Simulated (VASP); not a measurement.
Here is a VASP 6.6.1 calculation.

File INCAR:

```
PREC = Accurate
ENCUT = 520
EDIFF = 1E-6
ISMEAR = -1
SIGMA = 0.05
LREAL = F
LASPH = T
NELM = 80
ALGO = Normal
ISIF = 2
LWAVE = F
LCHARG = F
GGA = PE
NBANDS = 10
```

File KPOINTS:

```
regular mesh
0
Gamma
  19 19 19
```

File POSCAR:

```
Ir
1.0
    0.0000000000      1.7294813400      1.7294813400
    1.7294813400      0.0000000000      1.7294813400
    1.7294813400      1.7294813400      0.0000000000
Ir
1
Direct
    0.0000000000      0.0000000000      0.0000000000
```

Potentials or basis: VASP PAW PBE potentials, release 64 (Ir).

The run is started by

```sh
$ cat potpaw_PBE.64/Ir/POTCAR > POTCAR
$ mpirun -np 1 vasp_std > vasp.out
```

Problem. Estimate the band gap on the k mesh.

Solution. Zero (an odd number of electrons rules out a gap without spin polarisation).

Problem. Estimate the pressure.

Solution. 275.9 GPa.

Caveat: the cell stands under pressure; spin-orbit coupling is left out, which moves the levels of the heavy elements.
